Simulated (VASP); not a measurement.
# Be27H in VASP: a series of runs

The runs below take Be27H through single point, with PBE.

Everything below comes from runs of VASP 6.6.1. Logs are shortened: lines on timing, memory, paths and dates and some standing lists are left out, and cuts for length are marked.

### Step 1. The cell of the first run

The cell holds a slab with vacuum, 28 atoms: a = 6.870 Å, b = 6.870 Å, c = 14.588 Å, α = 90.00°, β = 90.00°, γ = 60.00°.

### Step 2. Single point, PBE

Input file INCAR:

```
PREC = Accurate
ENCUT = 520
EDIFF = 1E-6
ISMEAR = -1
SIGMA = 0.1
LREAL = Auto
LASPH = T
NELM = 60
ALGO = Normal
ISIF = 2
LWAVE = F
LCHARG = T
GGA = PE
LELF = T
LVHAR = T
NBANDS = 48
```

Input file KPOINTS:

```
Automatic mesh
0
Gamma
  3 3 1
```

Input file POSCAR:

```
Be27H
1.0
    6.8700000000      0.0000000000      0.0000000000
    3.4350000000      5.9495950000      0.0000000000
    0.0000000000      0.0000000000     14.5884300000
Be H
27 1
Direct
    0.0000000000      0.0000000000      0.0685474722
    0.3333333333      0.0000000000      0.0685474722
    0.6666666667      0.0000000000      0.0685474722
    0.0000000280      0.3333332773      0.0685474722
    0.3333333613      0.3333332773      0.0685474722
    0.6666666947      0.3333332773      0.0685474722
   -0.0000000280      0.6666667227      0.0685474722
    0.3333333053      0.6666667227      0.0685474722
    0.6666666387      0.6666667227      0.0685474722
   -0.1071790480      0.2184268005      0.1974893803
    0.2234985526      0.2223161408      0.1934947763
    0.5562363369      0.2196519259      0.1954522865
   -0.1087307860      0.5524024745      0.1966804516
    0.2238292069      0.5533267390      0.1947299332
    0.5559636886      0.5555194933      0.1963228394
   -0.1108194777      0.8875990719      0.1954229482
    0.2205855731      0.8882320561      0.1967324105
    0.5588812916      0.8873355245      0.1961208300
    0.0008787855     -0.0053677603      0.3233642003
    0.3382779051     -0.0082696385      0.3204684808
    0.6717620947     -0.0029565038      0.3227480270
    0.0002896280      0.3297412681      0.3232907859
    0.3376932764      0.3326670135      0.3222341952
    0.6676880941      0.3300890229      0.3239788654
    0.0035295331      0.6650140052      0.3235824554
    0.3354753041      0.6612060149      0.3228597594
    0.6698953051      0.6624230725      0.3237951582
    0.1768416469      1.1590471284      0.3875184650
```

Potentials or basis: VASP PAW PBE potentials, release 64 (Be, H).

On the command line:

```console
$ cat potpaw_PBE.64/Be/POTCAR potpaw_PBE.64/H/POTCAR > POTCAR
$ mpirun -np 1 vasp_std > vasp.out
```

OUTCAR:

```text
PREC = Accurate
   ENCUT = 520
   EDIFF = 1E-6
   ISMEAR = -1
   LREAL = Auto
   LASPH = T
   NELM = 60
   ISIF = 2
   GGA = PE

 ion  position               nearest neighbor table
   1  0.000  0.000  0.069-  16 2.28  17 2.28  10 2.29   8 2.29   4 2.29   6 2.29   7 2.29   3 2.29
                             2 2.29
   2  0.333  0.000  0.069-  11 2.25   8 2.29   4 2.29   5 2.29   9 2.29   1 2.29   3 2.29  18 2.29
                            17 2.30
   3  0.667  0.000  0.069-  12 2.27  16 2.28  18 2.28   7 2.29   6 2.29   9 2.29   5 2.29   1 2.29
                             2 2.29
   4  0.000  0.333  0.069-  11 2.26  13 2.28   2 2.29   1 2.29   5 2.29   6 2.29   9 2.29   7 2.29
                            10 2.30
   5  0.333  0.333  0.069-  11 2.25  14 2.26  12 2.28   2 2.29   3 2.29   4 2.29   6 2.29   7 2.29
                             8 2.29
   6  0.667  0.333  0.069-  12 2.28  15 2.29   3 2.29   1 2.29   4 2.29   5 2.29   8 2.29   9 2.29
                            10 2.31
   7  1.000  0.667  0.069-  16 2.27  14 2.27   3 2.29   1 2.29   9 2.29   8 2.29   5 2.29   4 2.29
                            13 2.29
   8  0.333  0.667  0.069-  14 2.27  15 2.29  17 2.29   2 2.29   1 2.29   7 2.29   9 2.29   6 2.29
                             5 2.29
   9  0.667  0.667  0.069-  18 2.28  15 2.28   3 2.29   2 2.29   7 2.29   8 2.29   4 2.29   6 2.29
                            13 2.30
  10  0.893  0.218  0.197-  22 2.25  17 2.26  19 2.27  24 2.28  16 2.29  11 2.29   1 2.29  13 2.29
                             4 2.30  12 2.31   6 2.31  15 2.32
  11  0.223  0.222  0.193-   5 2.25   2 2.25   4 2.26  14 2.28  13 2.28  12 2.28  10 2.29  18 2.30
                            23 2.30  20 2.31  17 2.31  22 2.31
[... 14 lines left out ...]
  19  0.001  0.995  0.323-  21 2.25  25 2.26  17 2.26  10 2.27  16 2.28  26 2.29  24 2.30  22 2.30
                            20 2.31
  20  0.338  0.992  0.320-  28 1.49  17 2.23  18 2.24  27 2.27  26 2.28  11 2.31  19 2.31  21 2.31
                            22 2.32  23 2.34
  21  0.672  0.997  0.323-  19 2.25  16 2.26  18 2.27  24 2.27  25 2.28  12 2.28  23 2.30  27 2.31
                            20 2.31
  22  0.000  0.330  0.323-  28 1.52  10 2.25  13 2.27  27 2.28  24 2.28  19 2.30  11 2.31  25 2.31
                            20 2.32  23 2.33
  23  0.338  0.333  0.322-  26 2.25  24 2.26  12 2.26  14 2.28  25 2.29  21 2.30  11 2.30  22 2.33
                            20 2.34
  24  0.668  0.330  0.324-  23 2.26  21 2.27  26 2.28  10 2.28  22 2.28  27 2.29  12 2.29  15 2.30
                            19 2.30
  25  0.004  0.665  0.324-  19 2.26  26 2.27  21 2.28  13 2.28  23 2.29  16 2.29  14 2.29  27 2.30
                            22 2.31
  26  0.335  0.661  0.323-  23 2.25  15 2.26  25 2.27  24 2.28  14 2.28  20 2.28  17 2.28  19 2.29
                            27 2.30
  27  0.670  0.662  0.324-  20 2.27  13 2.27  15 2.28  22 2.28  24 2.29  18 2.29  25 2.30  26 2.30
                            21 2.31
  28  0.177  0.159  0.388-  20 1.49  22 1.52

  LATTYP: Found a hexagonal cell.
 ALAT       =     6.8700004122
 C/A-ratio  =     2.1234976892

  Lattice vectors:

 A1 = (  -3.4350000000,  -5.9495950000,   0.0000000000)
 A2 = (   6.8700000000,   0.0000000000,   0.0000000000)
 A3 = (   0.0000000000,   0.0000000000,  14.5884300000)

Analysis of symmetry for initial positions (statically):
=====================================================================
 Subroutine PRICEL returns:
 Original cell was already a primitive cell.

 Routine SETGRP: Setting up the symmetry group for a
 hexagonal supercell.

 Subroutine GETGRP returns: Found  1 space group operations
 (whereof  1 operations were pure point group operations)
 out of a pool of 24 trial point group operations.

The static configuration has the point symmetry C_1 .

Analysis of symmetry for dynamics (positions and initial velocities):
=====================================================================
 Subroutine PRICEL returns:
 Original cell was already a primitive cell.

 Routine SETGRP: Setting up the symmetry group for a
 hexagonal supercell.

 Subroutine GETGRP returns: Found  1 space group operations
 (whereof  1 operations were pure point group operations)
 out of a pool of 24 trial point group operations.

The dynamic configuration has the point symmetry C_1 .

 Subroutine INISYM returns: Found  1 space group operations
 (whereof  1 operations are pure point group operations),
 and found     1 'primitive' translations

----------------------------------------------------------------------------------------

                                     Primitive cell

  volume of cell :     596.2834

  direct lattice vectors                    reciprocal lattice vectors
     6.870000000  0.000000000  0.000000000     0.145560408 -0.084039334  0.000000000
     3.435000000  5.949595000  0.000000000     0.000000000  0.168078668  0.000000000
     0.000000000  0.000000000 14.588430000     0.000000000  0.000000000  0.068547472

  length of vectors
     6.870000000  6.870000412 14.588430000     0.168078678  0.168078668  0.068547472

  position of ions in fractional coordinates (direct lattice)
     0.000000000  0.000000000  0.068547472
     0.333333333  0.000000000  0.068547472
     0.666666667  0.000000000  0.068547472
     0.000000028  0.333333277  0.068547472
     0.333333361  0.333333277  0.068547472
     0.666666695  0.333333277  0.068547472
[... 20 lines left out ...]
     0.669895305  0.662423072  0.323795158
     0.176841647  0.159047128  0.387518465

  ion indices of the primitive-cell ions
   primitive index   ion index
                 1           1
                 2           2
                 3           3
                 4           4
                 5           5
                 6           6
[... 20 lines left out ...]
                27          27
                28          28

----------------------------------------------------------------------------------------

 KPOINTS: Automatic mesh

Automatic generation of k-mesh.
 Grid dimensions read from file:
 generate k-points for:    3    3    1

 Generating k-lattice:

  Cartesian coordinates                     Fractional coordinates (reciprocal lattice)
     0.048520136 -0.028013111  0.000000000     0.333333333 -0.000000000  0.000000000
     0.000000000  0.056026223  0.000000000     0.000000000  0.333333333  0.000000000
     0.000000000  0.000000000  0.068547472     0.000000000  0.000000000  1.000000000

  Length of vectors
     0.056026226  0.056026223  0.068547472

  Shift w.r.t. Gamma in fractional coordinates (k-lattice)
     0.000000000  0.000000000  0.000000000

 Subroutine IBZKPT returns following result:
 ===========================================

 Found      5 irreducible k-points:

 Following reciprocal coordinates:
            Coordinates               Weight
  0.000000  0.000000  0.000000      1.000000
  0.333333 -0.000000  0.000000      2.000000
  0.333333  0.333333  0.000000      2.000000
  0.000000  0.333333  0.000000      2.000000
 -0.333333  0.333333  0.000000      2.000000
   k-points           NKPTS =      5   k-points in BZ     NKDIM =      5   number of bands    NBANDS=     48
   number of dos      NEDOS =    301   number of ions     NIONS =     28
   total plane-waves  NPLWV = 314928
   dimension x,y,z NGX =    54 NGY =   54 NGZ =  108
   dimension x,y,z NGXF=   108 NGYF=  108 NGZF=  216
   ions per type =              27   1
   NGX,Y,Z   is equivalent  to a cutoff of  13.07, 13.07, 12.31 a.u.
   NGXF,Y,Z  is equivalent  to a cutoff of  26.13, 26.13, 24.61 a.u.
 SYSTEM =  unknown system
   PREC   = accura    normal or accurate (medium, high low for compatibility)
   ISTART =      0    job   : 0-new  1-cont  2-samecut
   ICHARG =      2    charge: 1-file 2-atom 10-const
   ISPIN  =      1    spin polarized calculation?
   LNONCOLLINEAR =      F non collinear calculations
   LSORBIT =      F    spin-orbit coupling
   LASPH  =      T    aspherical Exc in radial PAW
   ENCUT  =  520.0 eV  38.22 Ry    6.18 a.u.  12.77 12.77 27.12*2*pi/ulx,y,z
   NELM   =     60;   NELMIN=  2; NELMDL= -5     # of ELM steps
   EDIFF  = 0.1E-05   stopping-criterion for ELM
   LREAL  =      T    real-space projection
   EDIFFG = 0.1E-04   stopping-criterion for IOM
   NSW    =      0    number of steps for IOM
   IBRION =     -1    ionic relax: 0-MD 1-quasi-New 2-CG
   NFREE  =      0    steps in history (QN), initial steepest desc. (CG)
   ISIF   =      2    stress and relaxation
   ISYM   =      2    0-nonsym 1-usesym 2-fastsym
   POTIM  = 0.5000    time-step for ionic-motion
   TEBEG  =    0.0;   TEEND  =   0.0 temperature during run
   PSTRESS=    0.0 pullay stress
   NELECT =      55.0000    total number of electrons
   NUPDOWN=      -1.0000    fix difference up-down
   EMIN   =  10.00;   EMAX   =-10.00  energy-range for DOS
   EFERMI =   0.00;   METHOD = LEGACY
   ISMEAR =    -1;   SIGMA  =   0.10  broadening in eV -4-tet -1-fermi 0-gaus
   EFERMI_NEDOS =   21; number of points for ismear=-14 and -15
   IALGO  =     38    algorithm
   IMIX   =      4    mixing-type and parameters
     AMIX     =   0.40;   BMIX     =  1.00
     AMIX_MAG =   1.60;   BMIX_MAG =  1.00
  volume/ion in A,a.u.               =      21.30       143.71
  Fermi-wavevector in a.u.,A,eV,Ry     =   0.739682  1.397796  7.444141  0.547129
  Thomas-Fermi vector in A             =   1.833903
   LORBIT       =      0    0 simple, 1 ext, 2 COOP (PROOUT), +10 PAW based schemes
   GGA     = PE    functional components
   LHFCALC =     F    Hartree Fock is set to
   AEXX    =    0.0000 exact exchange contribution
   IVDW    =     0    specifies the selected vdW correction
   LEPSILON=     F    determine dielectric tensor
   LRPA    =     F    only Hartree local field effects (RPA)
 non-spin polarized calculation
  energy-cutoff  :      520.00
  volume of cell :      596.28
 maximum number of plane-waves:     16070
 NGX is ok and might be reduce to    54
   NGX = 25   NGY = 25   NGZ = 55

 number of electron      55.0000000 magnetization

 Free energy of the ion-electron system (eV)
  ---------------------------------------------------
  ext. energy  EPLUGINS =         0.00000000
  ---------------------------------------------------
  free energy    TOTEN  =       -96.11373586 eV

  energy without entropy =      -95.77625762  energy(sigma->0) =      -95.94499674

 E-fermi :  -0.9255     XC(G=0):  -5.3010

 val. band max:       -0.9508726340   @ k =  -0.3333   0.3333   0.0000
 cond. band min:      -0.8530066057   @ k =   0.3333   0.3333   0.0000
 fundamental gap:      0.0978660283
 Fermi energy:        -0.9255209551

 k-point     1 :       0.0000    0.0000    0.0000
  band No.  band energies     occupation
      1     -10.4814      2.00000
      2      -8.6049      2.00000
      3      -7.6607      2.00000
      4      -7.2963      2.00000
      5      -7.2740      2.00000
      6      -7.2589      2.00000
[... 199 lines left out ...]
     38       3.4993      0.00000
     39       3.5262      0.00000
 [bands above 39 left out]

------------------------ aborting loop because EDIFF is reached ----------------------------------------

  FORCE on cell =-STRESS in cart. coord.  units (eV):
  Direction    XX          YY          ZZ          XY          YZ          ZX
  --------------------------------------------------------------------------------------
  -------------------------------------------------------------------------------------
  Total      -21.7211501    -21.8779558      0.2704109      0.0429429      0.8516677     -0.1956095
  in kB      -58.3634158    -58.7847433      0.7265776      0.1153850      2.2883795     -0.5255910
  external PRESSURE =     -38.8071938 kB  Pullay stress =       0.0000000 kB

 VOLUME and BASIS-vectors are now :
 -----------------------------------------------------------------------------
  energy-cutoff  :      520.00
  volume of cell :      596.28
      direct lattice vectors                 reciprocal lattice vectors
     6.870000000  0.000000000  0.000000000     0.145560408 -0.084039334  0.000000000
     3.435000000  5.949595000  0.000000000     0.000000000  0.168078668  0.000000000
     0.000000000  0.000000000 14.588430000     0.000000000  0.000000000  0.068547472

 POSITION                                       TOTAL-FORCE (eV/Angst)
 -----------------------------------------------------------------------------------
      0.00000      0.00000      1.00000         0.022470      0.003500      0.044322
      2.29000      0.00000      1.00000         0.005949     -0.064952     -0.010384
      4.58000      0.00000      1.00000        -0.030822     -0.021648     -0.023692
      1.14500      1.98320      1.00000        -0.035492      0.002177      0.007931
      3.43500      1.98320      1.00000         0.006429     -0.029425      0.035408
      5.72500      1.98320      1.00000         0.070347     -0.010013     -0.006866
[... 20 lines left out ...]
      6.87760      3.94115      4.72366        -0.015345      0.017171      0.011975
      1.76123      0.94627      5.65329         0.022071      0.147238     -0.015127
 -----------------------------------------------------------------------------------
    total drift:                               -0.000305     -0.001164      0.003338

  FREE ENERGIE OF THE ION-ELECTRON SYSTEM (eV)
  ---------------------------------------------------
  free  energy   TOTEN  =       -96.1137358586 eV

  energy  without entropy=      -95.7762576172  energy(sigma->0) =      -95.94499674
```

Run time: 12 min. Hardware: 1 thread of AMD EPYC, shared host; peak memory 0.61 GiB.

Results:

```
Free energy   : -96.1137 eV
Largest force : 0.150 eV/Å
```

Forces in eV/Å, atoms in the order of the input:
```
Be   0.022  0.004  0.044
Be   0.006 -0.065 -0.010
Be  -0.031 -0.022 -0.024
Be  -0.035  0.002  0.008
Be   0.006 -0.029  0.035
Be   0.070 -0.010 -0.007
Be  -0.033 -0.048 -0.013
Be   0.050  0.032 -0.021
Be   0.007 -0.026 -0.105
Be   0.018 -0.026 -0.013
Be  -0.001  0.003  0.004
Be  -0.010 -0.016 -0.016
Be  -0.014  0.001 -0.002
Be   0.015 -0.010  0.011
Be   0.002 -0.006 -0.004
Be  -0.005  0.004 -0.001
Be  -0.004 -0.008  0.015
Be  -0.013  0.000  0.029
Be  -0.010  0.005  0.017
Be  -0.028  0.028  0.077
Be  -0.010  0.005  0.013
Be   0.004 -0.004  0.000
Be   0.008  0.002 -0.019
Be  -0.014 -0.002 -0.019
Be  -0.010  0.014 -0.018
Be   0.000  0.009  0.020
Be  -0.015  0.017  0.012
H    0.022  0.147 -0.015
```

### Step 3. Single point, PBE

Input file INCAR:

```
  PREC = Accurate
  ENCUT = 520
  EDIFF = 1E-6
  ISMEAR = -1
  SIGMA = 0.1
  LREAL = Auto
  LASPH = T
  NELM = 100
  ALGO = Normal
  ISIF = 2
  LWAVE = F
  LCHARG = T
  GGA = PE
  LELF = T
  LVHAR = T
  NBANDS = 48
```

Input file KPOINTS:

```
regular mesh
0
Gamma
  3 3 1
```

Input file POSCAR:

```
Be27H
1.0
    6.8700000000      0.0000000000      0.0000000000
    3.4350000000      5.9495950000      0.0000000000
    0.0000000000      0.0000000000     14.5884300000
Be H
27 1
Direct
    0.0000000000      0.0000000000      0.0685474722
    0.3333333333      0.0000000000      0.0685474722
    0.6666666667      0.0000000000      0.0685474722
    0.0000000280      0.3333332773      0.0685474722
    0.3333333613      0.3333332773      0.0685474722
    0.6666666947      0.3333332773      0.0685474722
   -0.0000000280      0.6666667227      0.0685474722
    0.3333333053      0.6666667227      0.0685474722
    0.6666666387      0.6666667227      0.0685474722
   -0.1080494602      0.2224983381      0.1979711319
    0.2198635683      0.2246452069      0.1977739208
    0.5560010792      0.2223870700      0.1966670848
   -0.1105550480      0.5576038369      0.1954019727
    0.2233083361      0.5572910425      0.1951034484
    0.5555805423      0.5578287262      0.1964523256
   -0.1095293260      0.8901884918      0.1962611467
    0.2228339401      0.8880456569      0.1944353162
    0.5575386422      0.8878505176      0.1971133289
    0.0034857839      0.0050589998      0.3276436190
    0.3398783477      0.0068942508      0.3213940774
    0.6712185475      0.0022709109      0.3236296161
   -0.0017174729      0.3422928788      0.3223564839
    0.3350394761      0.3389449198      0.3231450540
    0.6681991528      0.3358354644      0.3249154296
    0.0027284391      0.6675020737      0.3238213434
    0.3366323636      0.6679410952      0.3260609264
    0.6730704966      0.6652575511      0.3223771167
    0.2075707349      0.9520896801      0.3878062273
```

Potentials or basis: VASP PAW PBE potentials, release 64 (Be, H).

On the command line:

```console
$ cat potpaw_PBE.64/Be/POTCAR potpaw_PBE.64/H/POTCAR > POTCAR
$ mpirun -np 1 vasp_std > vasp.out
```

It took 5.2 min on 1 thread of Intel Xeon 6975P-C (Granite Rapids), shared host; peak memory 0.63 GiB.

It converged, with:

- Free energy: -96.1663 eV
- Largest force: 0.457 eV/Å

Forces on the atoms (eV/Å):
```
Be   0.009  0.038  0.050
Be   0.040  0.032  0.023
Be   0.002  0.023 -0.086
Be   0.018 -0.032  0.057
Be   0.004 -0.048 -0.030
Be   0.023 -0.031 -0.016
Be   0.042  0.051 -0.001
Be   0.040  0.017  0.058
Be  -0.011  0.050  0.023
Be   0.042  0.004  0.004
Be   0.023  0.009 -0.059
Be   0.002  0.005  0.019
Be  -0.005 -0.006  0.026
Be   0.021  0.023  0.064
Be   0.018  0.029  0.020
Be   0.041  0.014  0.068
Be   0.038  0.018 -0.104
Be   0.018  0.018 -0.027
Be  -0.157  0.036 -0.208
Be  -0.072  0.001  0.065
Be  -0.013  0.004  0.056
Be   0.041  0.020  0.032
Be  -0.003 -0.010  0.064
Be   0.029  0.041  0.023
Be  -0.027 -0.001 -0.026
Be   0.000  0.051 -0.043
Be   0.031  0.051  0.030
H   -0.194 -0.406 -0.078
```

Levels at points of the mesh, in eV from the Fermi level:
```tsv
k point	band 25	band 26	band 27	band 28	band 29	band 30
(0.00, 0.00, 0.00)	-0.16	-0.08	0.33	0.83	0.92	0.95
```
